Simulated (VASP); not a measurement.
# Nb (Fm-3m) in VASP: further runs

Runs on Nb. Level: PBE. Tasks: single point.

Program: VASP 6.6.1. These are calculated values, not measurements. Logs are shortened: lines on timing, memory, paths and dates and some standing lists are left out, and cuts for length are marked.

## Step 1: The cell of the first run

It takes space group Fm-3m (No. 225, cubic). Conventional cell: a = 4.084 Å, b = 4.084 Å, c = 4.084 Å, α = 90.00°, β = 90.00°, γ = 90.00°. Within 3.8 Å of Nb (site symmetry m-3m) lie 12 Nb at 2.89 Å.

This isn't the form of Nb at room conditions, which is bcc.

## Step 2: Single point, PBE

INCAR reads:

```
PREC = Accurate ; ENCUT = 500
EDIFF = 1E-6 ; ISMEAR = -1
SIGMA = 0.05 ; LREAL = False
LASPH = True ; NELM = 120
ALGO = Normal ; ISIF = 2
LWAVE = False ; LCHARG = False
GGA = PE ; NBANDS = 12
GGA_COMPAT = False
```

KPOINTS reads:

```
regular mesh
0
Gamma
  9 9 9
```

POSCAR reads:

```
Nb
1.0
    0.0000000000      2.0421740574      2.0421740574
    2.0421740574      0.0000000000      2.0421740574
    2.0421740574      2.0421740574      0.0000000000
Nb
1
Direct
    0.0000000000      0.0000000000      0.0000000000
```

Potentials or basis: VASP PAW PBE potentials, release 64 (Nb_sv).

Command:

```
cat potpaw_PBE.64/Nb_sv/POTCAR > POTCAR
mpirun -np 1 vasp_std > vasp.out
```

OUTCAR:

```text
PREC = Accurate
   ENCUT = 500
   EDIFF = 1E-6
   ISMEAR = -1
   LREAL = False
   LASPH = True
   NELM = 120
   ISIF = 2
   GGA = PE

 ion  position               nearest neighbor table
   1  0.000  0.000  0.000-

  LATTYP: Found a face centered cubic cell.
 ALAT       =     4.0843481148

  Lattice vectors:

 A1 = (   0.0000000000,   2.0421740574,   2.0421740574)
 A2 = (   2.0421740574,   0.0000000000,   2.0421740574)
 A3 = (   2.0421740574,   2.0421740574,   0.0000000000)

Analysis of symmetry for initial positions (statically):
=====================================================================
 Subroutine PRICEL returns:
 Original cell was already a primitive cell.

 Routine SETGRP: Setting up the symmetry group for a
 face centered cubic supercell.

 Subroutine GETGRP returns: Found 48 space group operations
 (whereof 48 operations were pure point group operations)
 out of a pool of 48 trial point group operations.

The static configuration has the point symmetry O_h .

Analysis of symmetry for dynamics (positions and initial velocities):
=====================================================================
 Subroutine PRICEL returns:
 Original cell was already a primitive cell.

 Routine SETGRP: Setting up the symmetry group for a
 face centered cubic supercell.

 Subroutine GETGRP returns: Found 48 space group operations
 (whereof 48 operations were pure point group operations)
 out of a pool of 48 trial point group operations.

The dynamic configuration has the point symmetry O_h .

 Subroutine INISYM returns: Found 48 space group operations
 (whereof 48 operations are pure point group operations),
 and found     1 'primitive' translations

----------------------------------------------------------------------------------------

                                     Primitive cell

  volume of cell :      17.0337

  direct lattice vectors                    reciprocal lattice vectors
     0.000000000  2.042174057  2.042174057    -0.244837113  0.244837113  0.244837113
     2.042174057  0.000000000  2.042174057     0.244837113 -0.244837113  0.244837113
     2.042174057  2.042174057  0.000000000     0.244837113  0.244837113 -0.244837113

  length of vectors
     2.888070249  2.888070249  2.888070249     0.424070319  0.424070319  0.424070319

  position of ions in fractional coordinates (direct lattice)
     0.000000000  0.000000000  0.000000000

  ion indices of the primitive-cell ions
   primitive index   ion index
                 1           1

----------------------------------------------------------------------------------------

 KPOINTS: regular mesh

Automatic generation of k-mesh.
 Grid dimensions read from file:
 generate k-points for:    9    9    9

 Generating k-lattice:

  Cartesian coordinates                     Fractional coordinates (reciprocal lattice)
    -0.027204124  0.027204124  0.027204124     0.111111111  0.000000000  0.000000000
     0.027204124 -0.027204124  0.027204124     0.000000000  0.111111111  0.000000000
     0.027204124  0.027204124 -0.027204124     0.000000000  0.000000000  0.111111111

  Length of vectors
     0.047118924  0.047118924  0.047118924

  Shift w.r.t. Gamma in fractional coordinates (k-lattice)
     0.000000000  0.000000000  0.000000000

 Subroutine IBZKPT returns following result:
 ===========================================

 Found     35 irreducible k-points:

 Following reciprocal coordinates:
            Coordinates               Weight
  0.000000  0.000000  0.000000      1.000000
  0.111111  0.000000  0.000000      8.000000
  0.222222  0.000000  0.000000      8.000000
  0.333333  0.000000  0.000000      8.000000
  0.444444  0.000000  0.000000      8.000000
  0.111111  0.111111  0.000000      6.000000
[... 16 lines left out ...]
 -0.333333  0.333333  0.000000     12.000000
  0.444444  0.444444  0.000000      6.000000
 [... further k-points ...]
   k-points           NKPTS =     35   k-points in BZ     NKDIM =     35   number of bands    NBANDS=     12
   number of dos      NEDOS =    301   number of ions     NIONS =      1
   total plane-waves  NPLWV =  13824
   dimension x,y,z NGX =    24 NGY =   24 NGZ =   24
   dimension x,y,z NGXF=    48 NGYF=   48 NGZF=   48
   ions per type =               1
   NGX,Y,Z   is equivalent  to a cutoff of  13.82, 13.82, 13.82 a.u.
   NGXF,Y,Z  is equivalent  to a cutoff of  27.63, 27.63, 27.63 a.u.
 SYSTEM =  unknown system
   PREC   = accura    normal or accurate (medium, high low for compatibility)
   ISTART =      0    job   : 0-new  1-cont  2-samecut
   ICHARG =      2    charge: 1-file 2-atom 10-const
   ISPIN  =      1    spin polarized calculation?
   LNONCOLLINEAR =      F non collinear calculations
   LSORBIT =      F    spin-orbit coupling
   LASPH  =      T    aspherical Exc in radial PAW
   ENCUT  =  500.0 eV  36.75 Ry    6.06 a.u.   5.27  5.27  5.27*2*pi/ulx,y,z
   NELM   =    120;   NELMIN=  2; NELMDL= -5     # of ELM steps
   EDIFF  = 0.1E-05   stopping-criterion for ELM
   LREAL  =      F    real-space projection
   EDIFFG = 0.1E-04   stopping-criterion for IOM
   NSW    =      0    number of steps for IOM
   IBRION =     -1    ionic relax: 0-MD 1-quasi-New 2-CG
   NFREE  =      0    steps in history (QN), initial steepest desc. (CG)
   ISIF   =      2    stress and relaxation
   ISYM   =      2    0-nonsym 1-usesym 2-fastsym
   POTIM  = 0.5000    time-step for ionic-motion
   TEBEG  =    0.0;   TEEND  =   0.0 temperature during run
   PSTRESS=    0.0 pullay stress
   NELECT =      13.0000    total number of electrons
   NUPDOWN=      -1.0000    fix difference up-down
   EMIN   =  10.00;   EMAX   =-10.00  energy-range for DOS
   EFERMI =   0.00;   METHOD = LEGACY
   ISMEAR =    -1;   SIGMA  =   0.05  broadening in eV -4-tet -1-fermi 0-gaus
   EFERMI_NEDOS =   21; number of points for ismear=-14 and -15
   IALGO  =     38    algorithm
   IMIX   =      4    mixing-type and parameters
     AMIX     =   0.40;   BMIX     =  1.00
     AMIX_MAG =   1.60;   BMIX_MAG =  1.00
  volume/ion in A,a.u.               =      17.03       114.95
  Fermi-wavevector in a.u.,A,eV,Ry     =   1.496074  2.827171 30.453086  2.238239
  Thomas-Fermi vector in A             =   2.608138
   LORBIT       =      0    0 simple, 1 ext, 2 COOP (PROOUT), +10 PAW based schemes
   GGA     = PE    functional components
   LHFCALC =     F    Hartree Fock is set to
   AEXX    =    0.0000 exact exchange contribution
   IVDW    =     0    specifies the selected vdW correction
   LEPSILON=     F    determine dielectric tensor
   LRPA    =     F    only Hartree local field effects (RPA)
 non-spin polarized calculation
  energy-cutoff  :      500.00
  volume of cell :       17.03
 maximum number of plane-waves:       444
 NGX is ok and might be reduce to    24
   NGX = 11   NGY = 11   NGZ = 11

 number of electron      12.9999999 magnetization

 Free energy of the ion-electron system (eV)
  ---------------------------------------------------
  ext. energy  EPLUGINS =         0.00000000
  ---------------------------------------------------
  free energy    TOTEN  =        -9.78699192 eV

  energy without entropy =       -9.76940532  energy(sigma->0) =       -9.77819862

 E-fermi :  12.3683     XC(G=0): -12.7952

 val. band max:       12.3275784719   @ k =  -0.3333   0.1111   0.0000
 cond. band min:      12.3707958752   @ k =   0.3333   0.2222   0.1111
 fundamental gap:      0.0432174033
 Fermi energy:        12.3682844163

 k-point     1 :       0.0000    0.0000    0.0000
  band No.  band energies     occupation
      1     -42.3465      2.00000
      2     -17.5222      2.00000
      3     -17.5222      2.00000
      4     -17.5222      2.00000
      5       5.9305      2.00000
      6      12.3926      0.76171
      7      12.3926      0.76170
      8      12.3926      0.76170
      9      15.3565      0.00000
     10      15.3565      0.00000
     11      24.2814      0.00000
     12      29.4953      0.00000

 k-point     2 :       0.1111    0.0000    0.0000
  band No.  band energies     occupation
      1     -42.3139      2.00000
      2     -17.7250      2.00000
      3     -17.5467      2.00000
      4     -17.5467      2.00000
      5       6.4296      2.00000
      6      12.0235      1.99798
      7      12.6107      0.01555
      8      12.6107      0.01555
      9      15.1633      0.00000
     10      15.1633      0.00000
     11      25.2629      0.00000
     12      27.9188      0.00000

 k-point     3 :       0.2222    0.0000    0.0000
  band No.  band energies     occupation
      1     -42.2302      2.00000
      2     -18.2196      2.00000
      3     -17.6081      2.00000
      4     -17.6081      2.00000
      5       7.5725      2.00000
      6      11.5641      2.00000
      7      12.8401      0.00016
      8      12.8401      0.00016
      9      15.2197      0.00000
     10      15.2197      0.00000
     11      25.3418      0.00000
     12      28.0063      0.00000

 k-point     4 :       0.3333    0.0000    0.0000
  band No.  band energies     occupation
      1     -42.1332      2.00000
      2     -18.7533      2.00000
      3     -17.6769      2.00000
      4     -17.6769      2.00000
      5       8.2170      2.00000
      6      12.3258      1.40101
      7      12.5319      0.07307
      8      12.5319      0.07307
      9      16.2717      0.00000
     10      16.2717      0.00000
     11      23.9647      0.00000
     12      27.9508      0.00000

 k-point     5 :       0.4444    0.0000    0.0000
  band No.  band energies     occupation
      1     -42.0688      2.00000
      2     -19.0878      2.00000
      3     -17.7212      2.00000
      4     -17.7212      2.00000
      5       8.1733      2.00000
      6      12.2141      1.91240
      7      12.2141      1.91240
      8      13.8509      0.00000
      9      17.4194      0.00000
     10      17.4194      0.00000
     11      23.6515      0.00000
     12      25.1566      0.00000
[... 228 lines left out ...]
      1     -42.0094      2.00000
      2     -18.8479      2.00000
      3     -18.0901      2.00000
      4     -18.0035      2.00000
      5       8.3954      2.00000
      6       9.1294      2.00000
      7      13.9823      0.00000
      8      15.9569      0.00000
      9      17.7950      0.00000
     10      18.1538      0.00000
     11      25.2861      0.00000
     12      26.8930      0.00000

 k-point    22 :      -0.4444    0.3333    0.0000
  band No.  band energies     occupation
      1     -41.9800      2.00000
      2     -18.8330      2.00000
      3     -18.3376      2.00000
      4     -17.9801      2.00000
      5       8.7065      2.00000
      6       9.7118      2.00000
      7      13.2517      0.00000
      8      15.3817      0.00000
      9      17.6279      0.00000
     10      21.2557      0.00000
     11      22.6188      0.00000
     12      27.4208      0.00000

 k-point    23 :      -0.3333    0.3333    0.0000
  band No.  band energies     occupation
      1     -41.9894      2.00000
      2     -18.6144      2.00000
      3     -18.5978      2.00000
      4     -17.8920      2.00000
      5       9.4064      2.00000
      6      10.5253      2.00000
      7      12.1491      1.97536
      8      14.6147      0.00000
      9      16.5402      0.00000
     10      20.7427      0.00000
     11      24.9228      0.00000
     12      25.9503      0.00000

 k-point    24 :       0.4444    0.4444    0.0000
  band No.  band energies     occupation
      1     -41.9784      2.00000
      2     -18.9801      2.00000
      3     -18.0732      2.00000
      4     -18.0732      2.00000
      5       7.8567      2.00000
      6       8.6215      2.00000
      7      16.1383      0.00000
      8      17.5136      0.00000
      9      17.8583      0.00000
     10      17.8583      0.00000
     11      24.9884      0.00000
     12      24.9884      0.00000

 [... further k-points ...]

------------------------ aborting loop because EDIFF is reached ----------------------------------------

  FORCE on cell =-STRESS in cart. coord.  units (eV):
  Direction    XX          YY          ZZ          XY          YZ          ZX
  --------------------------------------------------------------------------------------
  -------------------------------------------------------------------------------------
  Total        2.0813540      2.0813540      2.0813540     -0.0000000     -0.0000000      0.0000000
  in kB      195.7709593    195.7709593    195.7709593     -0.0000000     -0.0000000      0.0000000
  external PRESSURE =     195.7709593 kB  Pullay stress =       0.0000000 kB

 VOLUME and BASIS-vectors are now :
 -----------------------------------------------------------------------------
  energy-cutoff  :      500.00
  volume of cell :       17.03
      direct lattice vectors                 reciprocal lattice vectors
     0.000000000  2.042174057  2.042174057    -0.244837113  0.244837113  0.244837113
     2.042174057  0.000000000  2.042174057     0.244837113 -0.244837113  0.244837113
     2.042174057  2.042174057  0.000000000     0.244837113  0.244837113 -0.244837113

 POSITION                                       TOTAL-FORCE (eV/Angst)
 -----------------------------------------------------------------------------------
      0.00000      0.00000      0.00000         0.000000      0.000000      0.000000
 -----------------------------------------------------------------------------------
    total drift:                                0.000000      0.000000     -0.000000

  FREE ENERGIE OF THE ION-ELECTRON SYSTEM (eV)
  ---------------------------------------------------
  free  energy   TOTEN  =        -9.7869919245 eV

  energy  without entropy=       -9.7694053242  energy(sigma->0) =       -9.77819862
```

It took 6.7 s on 1 thread of Intel Xeon 8259CL, shared host; peak memory 0.14 GiB.

Results:

```
Free energy            : -9.7870 eV
Pressure               : 19.6 GPa
Band gap on the k mesh : zero (an odd number of electrons rules out a gap without spin polarisation)
```

Levels at points of the mesh, in eV from the Fermi level:
```csv
k point,band 4,band 5,band 6,band 7,band 8,band 9
"(0.00, 0.00, 0.00)",-29.89,-6.44,0.02,0.02,0.02,2.99
```

Caveat: the cell stands under pressure.

[end of part 1 of 3]

The gap in the log of VASP goes by the Fermi energy; the results here count the filled bands.